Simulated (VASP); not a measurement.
# Pt: single point with revPBE

The system is Pt.

```
CELL_PARAMETERS angstrom
-2.24018 2.61111 1.39770
2.61111 -2.24018 1.39770
2.70188 2.70188 -0.71835
ATOMIC_POSITIONS crystal
Pt 0.01587 0.98413 0.00000
Pt 0.73413 0.26587 0.50000
```

* Program: VASP 6.6.1
* Task: single point
* Functional: revPBE
* Potentials or basis: VASP PAW PBE potentials, release 64 (Pt)
* Cutoff: 520 eV
* k mesh: 14 × 14 × 10
* Occupations: fermi-dirac, width 0.1 eV
* Spin: no spin polarisation

```
Pressure               : -17.4 GPa
Largest force          : 0.046 eV/Å
Band gap on the k mesh : zero (bands 10 and 11 overlap by 1.05 eV)
```

Forces in eV/Å, atoms in the order of the input:
```
Pt  -0.032  0.032  0.000
Pt   0.032 -0.032  0.000
```

Stress tensor (GPa, compression positive):
```
-17.26  -1.45   0.14
 -1.45 -17.26   0.14
  0.14   0.14 -17.75
```

Levels at points of the mesh, in eV from the Fermi level:
| k point | band 6 | band 7 | band 8 | band 9 | band 10 | band 11 | band 12 | band 13 | band 14 | band 15 |
| --- | --- | --- | --- | --- | --- | --- | --- | --- | --- | --- |
| (0.00, 0.00, 0.00) | -1.73 | -1.44 | -1.32 | -0.69 | -0.34 | 0.62 | 3.70 | 6.94 | 8.50 | 14.44 |
| (0.50, 0.00, 0.00) | -1.57 | -1.51 | -1.42 | -0.81 | 0.31 | 1.68 | 2.88 | 5.97 | 10.60 | 10.61 |
| (0.50, 0.50, 0.00) | -2.55 | -2.38 | -1.72 | -1.09 | -0.39 | -0.17 | 0.09 | 10.11 | 10.45 | 11.01 |
| (0.00, 0.00, 0.50) | -2.56 | -2.00 | -2.00 | -1.60 | -1.60 | 0.16 | 0.16 | 11.38 | 11.38 | 14.44 |
| (0.50, 0.00, 0.50) | -2.11 | -1.50 | -1.50 | -0.17 | -0.17 | 2.67 | 2.67 | 6.07 | 6.07 | 10.22 |
| (0.50, 0.50, 0.50) | -1.65 | -1.40 | -1.40 | -0.73 | -0.73 | -0.09 | -0.09 | 3.87 | 3.87 | 16.97 |

Run time: 6.7 min on 1 thread of Intel Xeon 8259CL, with other jobs on the host, peak memory 0.4 GiB.

Caveat: the cell stands under tension; the PAW data sets were made with another functional, which shifts forces and pressure a little; spin-orbit coupling is left out, which moves the levels of the heavy elements.
